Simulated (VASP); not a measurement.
# GaN (I-4m2) in VASP: further runs

GaN is run at these levels: PBE; tasks: single point.

Everything below comes from runs of VASP 6.6.1. Logs are shortened: lines on timing, memory, paths and dates and some standing lists are left out, and cuts for length are marked.

## (1) The cell of the first run

It takes space group I-4m2 (No. 119, tetragonal). Conventional cell: a = 3.216 Å, b = 3.216 Å, c = 4.480 Å, α = 90.00°, β = 90.00°, γ = 90.00°. Within 2.6 Å of Ga (site symmetry -4m2) lie 4 N at 1.96 Å. Within 2.6 Å of N (site symmetry -4m2) lie 4 Ga at 1.96 Å.

## (2) Single point, PBE (strain +0.000 along x and y, -0.015 along z)

INCAR reads:

```
SYSTEM = GaN
ALGO = Normal
EDIFF = 1E-6
ENCUT = 520
GGA = PE
ISIF = 2
ISMEAR = 0
LASPH = .True.
LCHARG = .False.
LREAL = .False.
LWAVE = .False.
NBANDS = 16
NELM = 60
PREC = Accurate
SIGMA = 0.05
```

KPOINTS reads:

```
k-points
0
Gamma
  10 10 10
  0 0 0
```

POSCAR reads:

```
GaN
1.0
    0.0000000000      2.2742384928      2.2401249154
    2.2742384928      0.0000000000      2.2401249154
    2.2742384928      2.2742384928      0.0000000000
Ga N
1 1
Direct
    0.0000000000      0.0000000000      0.0000000000
    0.7500000000      0.7500000000      0.7500000000
```

Potentials or basis: VASP PAW PBE potentials, release 64 (Ga_d, N).

The run is started by

```
> cat potpaw_PBE.64/Ga_d/POTCAR potpaw_PBE.64/N/POTCAR > POTCAR
> mpirun -np 1 vasp_std > vasp.out
```

OUTCAR:

```text
SYSTEM = GaN
   EDIFF = 1E-6
   ENCUT = 520
   GGA = PE
   ISIF = 2
   ISMEAR = 0
   LASPH = .True.
   LREAL = .False.
   NELM = 60
   PREC = Accurate

 ion  position               nearest neighbor table
   1  0.000  0.000  0.000-   2 1.96   2 1.96   2 1.96   2 1.96
   2  0.750  0.750  0.750-   1 1.96   1 1.96   1 1.96   1 1.96

  LATTYP: Found a body centered tetragonal cell.
 ALAT       =     3.2162589206
 C/A-ratio  =     1.3930003589

  Lattice vectors:

 A1 = (   0.0000000000,  -2.2742384928,  -2.2401249154)
 A2 = (   0.0000000000,   2.2742384928,  -2.2401249154)
 A3 = (   2.2742384928,   0.0000000000,   2.2401249154)

Analysis of symmetry for initial positions (statically):
=====================================================================
 Subroutine PRICEL returns:
 Original cell was already a primitive cell.

 Routine SETGRP: Setting up the symmetry group for a
 body centered tetragonal supercell.

 Subroutine GETGRP returns: Found  8 space group operations
 (whereof  8 operations were pure point group operations)
 out of a pool of 16 trial point group operations.

The static configuration has the point symmetry D_2d.

Analysis of symmetry for dynamics (positions and initial velocities):
=====================================================================
 Subroutine PRICEL returns:
 Original cell was already a primitive cell.

 Routine SETGRP: Setting up the symmetry group for a
 body centered tetragonal supercell.

 Subroutine GETGRP returns: Found  8 space group operations
 (whereof  8 operations were pure point group operations)
 out of a pool of 16 trial point group operations.

The dynamic configuration has the point symmetry D_2d.

 Subroutine INISYM returns: Found  8 space group operations
 (whereof  8 operations are pure point group operations),
 and found     1 'primitive' translations

----------------------------------------------------------------------------------------

                                     Primitive cell

  volume of cell :      23.1726

  direct lattice vectors                    reciprocal lattice vectors
     0.000000000  2.274238493  2.240124915    -0.219853811  0.219853811  0.223201839
     2.274238493  0.000000000  2.240124915     0.219853811 -0.219853811  0.223201839
     2.274238493  2.274238493  0.000000000     0.219853811  0.219853811 -0.223201839

  length of vectors
     3.192228118  3.192228118  3.216258921     0.382740718  0.382740718  0.382740718

  position of ions in fractional coordinates (direct lattice)
     0.000000000  0.000000000  0.000000000
     0.750000000  0.750000000  0.750000000

  ion indices of the primitive-cell ions
   primitive index   ion index
                 1           1
                 2           2

----------------------------------------------------------------------------------------

 KPOINTS: k-points

Automatic generation of k-mesh.
 Grid dimensions read from file:
 generate k-points for:   10   10   10

 Generating k-lattice:

  Cartesian coordinates                     Fractional coordinates (reciprocal lattice)
    -0.021985381  0.021985381  0.022320184     0.100000000  0.000000000  0.000000000
     0.021985381 -0.021985381  0.022320184     0.000000000  0.100000000  0.000000000
     0.021985381  0.021985381 -0.022320184     0.000000000  0.000000000  0.100000000

  Length of vectors
     0.038274072  0.038274072  0.038274072

  Shift w.r.t. Gamma in fractional coordinates (k-lattice)
     0.000000000  0.000000000  0.000000000

 Subroutine IBZKPT returns following result:
 ===========================================

 Found    102 irreducible k-points:

 Following reciprocal coordinates:
            Coordinates               Weight
  0.000000  0.000000  0.000000      1.000000
  0.100000 -0.000000  0.000000      8.000000
  0.200000 -0.000000  0.000000      8.000000
  0.300000 -0.000000  0.000000      8.000000
  0.400000 -0.000000  0.000000      8.000000
  0.500000  0.000000  0.000000      4.000000
[... 16 lines left out ...]
  0.300000  0.300000  0.000000      2.000000
  0.400000  0.300000  0.000000      8.000000
 [... further k-points ...]
   k-points           NKPTS =    102   k-points in BZ     NKDIM =    102   number of bands    NBANDS=     16
   number of dos      NEDOS =    301   number of ions     NIONS =      2
   total plane-waves  NPLWV =  13824
   dimension x,y,z NGX =    24 NGY =   24 NGZ =   24
   dimension x,y,z NGXF=    48 NGYF=   48 NGZF=   48
   ions per type =               1   1
   NGX,Y,Z   is equivalent  to a cutoff of  12.50, 12.50, 12.41 a.u.
   NGXF,Y,Z  is equivalent  to a cutoff of  25.00, 25.00, 24.81 a.u.
 SYSTEM =  GaN
   PREC   = accura    normal or accurate (medium, high low for compatibility)
   ISTART =      0    job   : 0-new  1-cont  2-samecut
   ICHARG =      2    charge: 1-file 2-atom 10-const
   ISPIN  =      1    spin polarized calculation?
   LNONCOLLINEAR =      F non collinear calculations
   LSORBIT =      F    spin-orbit coupling
   LASPH  =      T    aspherical Exc in radial PAW
   ENCUT  =  520.0 eV  38.22 Ry    6.18 a.u.   5.94  5.94  5.98*2*pi/ulx,y,z
   NELM   =     60;   NELMIN=  2; NELMDL= -5     # of ELM steps
   EDIFF  = 0.1E-05   stopping-criterion for ELM
   LREAL  =      F    real-space projection
   EDIFFG = 0.1E-04   stopping-criterion for IOM
   NSW    =      0    number of steps for IOM
   IBRION =     -1    ionic relax: 0-MD 1-quasi-New 2-CG
   NFREE  =      0    steps in history (QN), initial steepest desc. (CG)
   ISIF   =      2    stress and relaxation
   ISYM   =      2    0-nonsym 1-usesym 2-fastsym
   POTIM  = 0.5000    time-step for ionic-motion
   TEBEG  =    0.0;   TEEND  =   0.0 temperature during run
   PSTRESS=    0.0 pullay stress
   NELECT =      18.0000    total number of electrons
   NUPDOWN=      -1.0000    fix difference up-down
   EMIN   =  10.00;   EMAX   =-10.00  energy-range for DOS
   EFERMI =   0.00;   METHOD = LEGACY
   ISMEAR =     0;   SIGMA  =   0.05  broadening in eV -4-tet -1-fermi 0-gaus
   EFERMI_NEDOS =   21; number of points for ismear=-14 and -15
   IALGO  =     38    algorithm
   IMIX   =      4    mixing-type and parameters
     AMIX     =   0.40;   BMIX     =  1.00
     AMIX_MAG =   1.60;   BMIX_MAG =  1.00
  volume/ion in A,a.u.               =      11.59        78.19
  Fermi-wavevector in a.u.,A,eV,Ry     =   1.504900  2.843848 30.813433  2.264723
  Thomas-Fermi vector in A             =   2.615819
   LORBIT       =      0    0 simple, 1 ext, 2 COOP (PROOUT), +10 PAW based schemes
   GGA     = PE    functional components
   LHFCALC =     F    Hartree Fock is set to
   AEXX    =    0.0000 exact exchange contribution
   IVDW    =     0    specifies the selected vdW correction
   LEPSILON=     F    determine dielectric tensor
   LRPA    =     F    only Hartree local field effects (RPA)
 non-spin polarized calculation
 Gauss-broadening in eV      SIGMA  =   0.05
  energy-cutoff  :      520.00
  volume of cell :       23.17
 maximum number of plane-waves:       636
   NGX = 11   NGY = 11   NGZ = 11

 number of electron      17.9999995 magnetization

 Free energy of the ion-electron system (eV)
  ---------------------------------------------------
  ext. energy  EPLUGINS =         0.00000000
  ---------------------------------------------------
  free energy    TOTEN  =       -12.14897543 eV

  energy without entropy =      -12.14897543  energy(sigma->0) =      -12.14897543

 E-fermi :   5.4076     XC(G=0): -11.6012

 val. band max:        5.1926716923   @ k =   0.0000   0.0000   0.0000
 cond. band min:       6.7914581306   @ k =   0.0000   0.0000   0.0000
 fundamental gap:      1.5987864383
 Fermi energy:         5.4076260453

 k-point     1 :       0.0000    0.0000    0.0000
  band No.  band energies     occupation
      1     -10.6805      2.00000
      2      -8.2902      2.00000
      3      -8.2902      2.00000
      4      -8.2745      2.00000
      5      -7.9780      2.00000
      6      -7.9777      2.00000
[... 8 lines left out ...]
     15      23.7466      0.00000
     16      23.7466      0.00000

 k-point     2 :       0.1000   -0.0000    0.0000
  band No.  band energies     occupation
      1     -10.5734      2.00000
      2      -8.2770      2.00000
      3      -8.2686      2.00000
      4      -8.2431      2.00000
      5      -7.9793      2.00000
      6      -7.9788      2.00000
[... 8 lines left out ...]
     15      22.4935      0.00000
     16      22.8893      0.00000

 k-point     3 :       0.2000   -0.0000    0.0000
  band No.  band energies     occupation
      1     -10.3054      2.00000
      2      -8.2467      2.00000
      3      -8.2364      2.00000
      4      -8.0797      2.00000
      5      -7.9788      2.00000
      6      -7.9765      2.00000
[... 8 lines left out ...]
     15      21.7580      0.00000
     16      22.0205      0.00000

 k-point     4 :       0.3000   -0.0000    0.0000
  band No.  band energies     occupation
      1     -10.0249      2.00000
      2      -8.2199      2.00000
      3      -8.2091      2.00000
      4      -7.9679      2.00000
      5      -7.9617      2.00000
      6      -7.6812      2.00000
[... 8 lines left out ...]
     15      22.2964      0.00000
     16      22.3658      0.00000
[... 324 lines left out ...]
 k-point    22 :      -0.2000    0.2000    0.0000
  band No.  band energies     occupation
      1      -9.9416      2.00000
      2      -8.1929      2.00000
      3      -8.1892      2.00000
      4      -7.9965      2.00000
      5      -7.9877      2.00000
      6      -7.5211      2.00000
[... 8 lines left out ...]
     15      22.2873      0.00000
     16      25.6856      0.00000

 k-point    23 :       0.3000    0.3000    0.0000
  band No.  band energies     occupation
      1      -9.8519      2.00000
      2      -8.1441      2.00000
      3      -8.1059      2.00000
      4      -8.1059      2.00000
      5      -7.9264      2.00000
      6      -7.4601      2.00000
[... 8 lines left out ...]
     15      26.8574      0.00000
     16      27.3165      0.00000

 k-point    24 :       0.4000    0.3000    0.0000
  band No.  band energies     occupation
      1      -9.7463      2.00000
      2      -8.1626      2.00000
      3      -8.0720      2.00000
      4      -8.0716      2.00000
      5      -7.9158      2.00000
      6      -7.0037      2.00000
[... 8 lines left out ...]
     15      27.1978      0.00000
     16      27.3116      0.00000

 [... further k-points ...]

------------------------ aborting loop because EDIFF is reached ----------------------------------------

  FORCE on cell =-STRESS in cart. coord.  units (eV):
  Direction    XX          YY          ZZ          XY          YZ          ZX
  --------------------------------------------------------------------------------------
  -------------------------------------------------------------------------------------
  Total        0.3138550      0.3138550      0.5699272      0.0000000      0.0000000      0.0000000
  in kB       21.7002810     21.7002810     39.4053978      0.0000000      0.0000000      0.0000000
  external PRESSURE =      27.6019866 kB  Pullay stress =       0.0000000 kB

 VOLUME and BASIS-vectors are now :
 -----------------------------------------------------------------------------
  energy-cutoff  :      520.00
  volume of cell :       23.17
      direct lattice vectors                 reciprocal lattice vectors
     0.000000000  2.274238493  2.240124915    -0.219853811  0.219853811  0.223201839
     2.274238493  0.000000000  2.240124915     0.219853811 -0.219853811  0.223201839
     2.274238493  2.274238493  0.000000000     0.219853811  0.219853811 -0.223201839

 POSITION                                       TOTAL-FORCE (eV/Angst)
 -----------------------------------------------------------------------------------
      0.00000      0.00000      0.00000         0.000000      0.000000      0.000000
      3.41136      3.41136      3.36019        -0.000000     -0.000000     -0.000000
 -----------------------------------------------------------------------------------
    total drift:                               -0.000002     -0.000002     -0.000001

  FREE ENERGIE OF THE ION-ELECTRON SYSTEM (eV)
  ---------------------------------------------------
  free  energy   TOTEN  =       -12.1489754339 eV

  energy  without entropy=      -12.1489754339  energy(sigma->0) =      -12.14897543
```

It took 26 s on 1 thread of Intel Xeon 8259CL, shared host; peak memory 0.16 GiB.

Results:

```yaml
Free_energy: -12.1490 eV
Pressure: 2.8 GPa
Band_gap_on_the_k_mesh: 1.60 eV, direct
```

Stress tensor (GPa, compression positive):
```
2.17 0.00 0.00
0.00 2.17 0.00
0.00 0.00 3.94
```

Caveat: the cell differs from its parent crystal (strain +0.000 along x and y, -0.015 along z).

## (3) Single point, PBE (strain -0.015 along x and y, +0.015 along z)

INCAR reads:

```
SYSTEM = GaN
ALGO = Normal ; EDIFF = 1E-7
ENCUT = 520 ; GGA = PE
ISIF = 2 ; ISMEAR = 0
LASPH = .True. ; LCHARG = .True.
LELF = .True. ; LREAL = .False.
LVHAR = .True. ; LWAVE = .False.
NBANDS = 16 ; NELM = 80
PREC = Accurate ; SIGMA = 0.05
```

KPOINTS is that of step 2.

POSCAR reads:

```
GaN
1.0
    0.0000000000      2.2401249154      2.3083520702
    2.2401249154      0.0000000000      2.3083520702
    2.2401249154      2.2401249154      0.0000000000
Ga N
1 1
Direct
    0.0000000000      0.0000000000      0.0000000000
    0.7500000000      0.7500000000      0.7500000000
```

Potentials or basis: VASP PAW PBE potentials, release 64 (Ga_d, N).

The run is started by

```
> cat potpaw_PBE.64/Ga_d/POTCAR potpaw_PBE.64/N/POTCAR > POTCAR
> mpirun -np 1 vasp_std > vasp.out
```

Wall time 32 s (1 thread of Intel Xeon 8259CL, shared host); peak memory 0.16 GiB.

Results (log left out):

```yaml
Free_energy: -12.1447 eV
Pressure: 2.7 GPa
Band_gap_on_the_k_mesh: 1.59 eV, direct
```

Stress tensor (GPa, compression positive):
```
4.04 0.00 0.00
0.00 4.04 0.00
0.00 0.00 0.13
```

Levels at points of the mesh, in eV from the valence-band top:
```csv
k point,band 7,band 8,band 9,band 10,band 11,band 12
"(0.00, 0.00, 0.00)",-0.15,0.00,0.00,1.59,10.16,10.16
"(0.50, 0.00, 0.00)",-7.00,-1.11,-0.89,4.48,8.62,10.07
"(0.50, 0.50, 0.00)",-6.34,-2.55,-2.55,3.43,6.85,11.31
"(0.50, 0.00, 0.50)",-6.01,-2.78,-2.77,3.24,6.39,11.70
```

Caveat: the cell differs from its parent crystal (strain -0.015 along x and y, +0.015 along z).

## (4) Single point, PBE (strain -0.015 along x and y, +0.030 along z)

INCAR reads:

```
PREC = Accurate ; ENCUT = 520
EDIFF = 1E-7 ; ISMEAR = 0
SIGMA = 0.05 ; LREAL = False
LASPH = True ; NELM = 80
ALGO = Normal ; ISIF = 2
LWAVE = False ; LCHARG = False
GGA = PE ; NBANDS = 16
```

KPOINTS reads:

```
Automatic mesh
0
Gamma
  10 10 10
```

POSCAR reads:

```
GaN
1.0
    0.0000000000      2.2401249154      2.3424656476
    2.2401249154      0.0000000000      2.3424656476
    2.2401249154      2.2401249154      0.0000000000
Ga N
1 1
Direct
    0.0000000000      0.0000000000      0.0000000000
    0.7500000000      0.7500000000      0.7500000000
```

The run is started by

```
> cat potpaw_PBE.64/Ga_d/POTCAR potpaw_PBE.64/N/POTCAR > POTCAR
> mpirun -np 1 vasp_std > vasp.out
```

It took 37 s on 1 thread of Intel Xeon 8259CL, shared host; peak memory 0.16 GiB.

It converged, with:

| Property | Result |
| --- | --- |
| Free energy | -12.1408 eV |
| Pressure | 0.1 GPa |
| Band gap on the k mesh | 1.47 eV, direct |

Stress tensor (GPa, compression positive):
```
 2.10  0.00  0.00
 0.00  2.10  0.00
 0.00  0.00 -3.96
```

Levels at points of the mesh, in eV from the valence-band top:
| k point | band 6 | band 7 | band 8 | band 9 | band 10 | band 11 | band 12 | band 13 |
| --- | --- | --- | --- | --- | --- | --- | --- | --- |
| (0.00, 0.00, 0.00) | -13.21 | -0.22 | 0.00 | 0.00 | 1.47 | 10.03 | 10.03 | 10.15 |
| (0.50, 0.00, 0.00) | -11.96 | -6.93 | -1.18 | -0.84 | 4.33 | 8.52 | 9.90 | 10.48 |
| (0.50, 0.50, 0.00) | -11.68 | -6.40 | -2.45 | -2.45 | 3.47 | 6.87 | 11.07 | 13.75 |
| (0.50, 0.00, 0.50) | -11.45 | -5.92 | -2.79 | -2.78 | 3.19 | 6.20 | 11.63 | 13.02 |

Caveat: the cell differs from its parent crystal (strain -0.015 along x and y, +0.030 along z).

## (5) The runs side by side

| cell | gap on the mesh (eV) | pressure (GPa) |
| --- | --- | --- |
| a = 3.192, b = 3.192, c = 3.216 Å, angles 59.8, 59.8, 60.5°, 2 atoms | 1.60 | 2.8 |
| a = 3.217, b = 3.217, c = 3.168 Å, angles 60.5, 60.5, 59.0°, 2 atoms | 1.59 | 2.7 |
| a = 3.241, b = 3.241, c = 3.168 Å, angles 60.7, 60.7, 58.5°, 2 atoms | 1.47 | 0.1 |

Alike in all rows: task single point; level PBE; potentials or basis VASP PAW PBE potentials, release 64 (Ga_d, N); no spin polarisation; k mesh 10 × 10 × 10; cutoff (eV) 520; smearing gaussian 0.05 eV.

Total energies depend on the potentials used, so only differences within one code and one set of settings carry meaning.
